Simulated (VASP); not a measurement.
A run of VASP 6.6.1 is set up as follows.

Contents of INCAR:

```
SYSTEM = In
PREC = Accurate
ENCUT = 520
EDIFF = 1E-6
ISMEAR = -1
SIGMA = 0.1
LREAL = .FALSE.
LASPH = .TRUE.
NELM = 100
ALGO = Normal
ISIF = 2
LWAVE = .FALSE.
LCHARG = .FALSE.
GGA = PE
NBANDS = 20
```

KPOINTS

```
regular mesh
0
G
  11 11 11
  0 0 0
```

File POSCAR:

```
In
1.0
    0.0000000000      3.3709363026      3.3709363026
    3.3709363026      0.0000000000      3.3709363026
    3.3709363026      3.3709363026      0.0000000000
In
2
Direct
   -0.1250000000     -0.1250000000     -0.1250000000
    0.1250000000      0.1250000000      0.1250000000
```

Potentials or basis: VASP PAW PBE potentials, release 64 (In_d).

Launch:

```sh
$ cat potpaw_PBE.64/In_d/POTCAR > POTCAR
$ mpirun -np 1 vasp_std > vasp.out
```

(1) Predict the band gap on the k mesh.

(2) Predict the pressure.

Answers

(1) zero (band 13 reaches 5.81 eV, above the bottom of band 14 at 2.81 eV).

(2) 0.0 GPa.

Caveat: spin-orbit coupling is left out, which moves the levels of the heavy elements.
